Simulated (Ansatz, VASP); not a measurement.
# InSbO in VASP and in Ansatz

Contents of INCAR:

```
SYSTEM = InSbO
ALGO = Fast
EDIFF = 1E-6
EDIFFG = -0.01
ENCUT = 600
GGA = PE
IBRION = 2
ISIF = 3
ISMEAR = 0
LASPH = .TRUE.
LCHARG = .FALSE.
LREAL = .FALSE.
LWAVE = .FALSE.
NELM = 80
NSW = 100
PREC = Accurate
SIGMA = 0.1
```

File KPOINTS:

```
k-points
0
G
  12 12 10
  0 0 0
```

The input POSCAR:

```
InSbO
1.0
    3.8857908799      0.0000000000      0.0000000000
   -1.9428954400      3.3651936158      0.0000000000
    0.0000000000      0.0000000000      5.3398177490
In Sb O
1 1 1
Direct
    0.0000000000      0.0000000000      0.0000000000
    0.3333333333      0.6666666667      0.5000000000
    0.6666666667      0.3333333333      0.5000000000
```

Input for Ansatz:

```yaml
crystal:
  lattice:
    - [3.8857908799, 0.0, 0.0]
    - [-1.94289544, 3.3651936158, 0.0]
    - [0.0, 0.0, 5.339817749]
  atoms:
    - { symbol: In, position: [0.0, 0.0, 0.0] }
    - { symbol: Sb, position: [0.3333333333, 0.6666666667, 0.5] }
    - { symbol: O, position: [0.6666666667, 0.3333333333, 0.5] }
basis:
  ecutwfc: 420
kpoints:
  mp_grid: { grid: [12, 12, 10] }
hamiltonian:
  xc: pbe
scf:
  occupations: { method: gaussian, width: 0.1 }
output:
  forces: true
  stress: true
  eigenvalues: true
relax:
  adjacent_minimum: "off"
  f_tol: 0.01
  max_steps: 80
  cell: { stress_tol: 0.05 }
```

Change from the starting cell: species swapped into the NdAlSi type (P-6m2, No. 187).

Alike in both runs: task relaxation of cell and atoms; functional PBE; k mesh 12 × 12 × 10; occupations gaussian, width 0.1 eV; no spin polarisation.

|  | VASP | Ansatz |
| --- | --- | --- |
| version | VASP 6.6.1 | Ansatz 0.2.0 |
| potentials or method | VASP PAW PBE potentials, release 64 (In_d, Sb, O), cutoff 600 eV | scalar-relativistic, plane waves, PAW |
| valence electrons in the cell | 24 | 34 |

```csv
,VASP,Ansatz,Ansatz less VASP
"gap on the k mesh at the Fermi level, each at its own relaxed structure (eV)",none,none,-
relaxed volume (Å³/atom),23.33,23.30,-0.030
relaxed length of the cell vector where the two differ most in proportion (Å),5.410,5.357,-0.0527
```

A gap of «none» marks a metal or a gap that the smearing closes. VASP's potentials hold 24 valence electrons a cell and Ansatz's 34, so a difference there can come from the potentials and not from the codes.

Neither program's run includes spin-orbit coupling.
